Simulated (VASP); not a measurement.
Wanted: the native input for a VASP 6.6.1 run.

- Task: single point
- Functional: PBE
- Potentials or basis: VASP PAW PBE potentials, release 64 (Mn_pv, Hg)
- Cutoff: 520 eV
- k mesh: 10 × 10 × 10
- Occupations: fermi-dirac, width 0.1 eV
- Spin: no spin polarisation
- Dipole correction: no
- Further INCAR settings: ALGO = Normal; EDIFF = 1e-06; NBANDS = 20

The structure of MnHg lies in POSCAR:

```
MnHg
1.0
    3.3150000000      0.0000000000      0.0000000000
    0.0000000000      3.3150000000      0.0000000000
    0.0000000000      0.0000000000      3.3150000000
Mn Hg
1 1
Direct
    0.5000000000      0.5000000000      0.5000000000
    0.0000000000      0.0000000000      0.0000000000
```

These files were run (other wordings do the same):

INCAR

```
SYSTEM = MnHg
PREC = Accurate
ENCUT = 520
EDIFF = 1E-6
ISMEAR = -1
SIGMA = 0.1
LREAL = .False.
LASPH = .True.
NELM = 80
ALGO = Normal
ISIF = 2
LWAVE = .False.
LCHARG = .False.
GGA = PE
NBANDS = 20
```

KPOINTS

```
Automatic mesh
0
Gamma
  10 10 10
  0 0 0
```

Potentials or basis: VASP PAW PBE potentials, release 64 (Mn_pv, Hg).

Run with:

```bash
$ cat potpaw_PBE.64/Mn_pv/POTCAR potpaw_PBE.64/Hg/POTCAR > POTCAR
$ mpirun -np 1 vasp_std > vasp.out
```

Results of the run:

```
Pressure               : -13.8 GPa
Band gap on the k mesh : zero (an odd number of electrons rules out a gap without spin polarisation)
```

Caveat: the cell stands under tension; spin-orbit coupling is left out, which moves the levels of the heavy elements; the run has no spin polarisation, though such a crystal can be magnetic.

It took 62 s on 1 thread of Intel Xeon 8259CL, with other jobs on the host, peak memory 0.19 GiB.
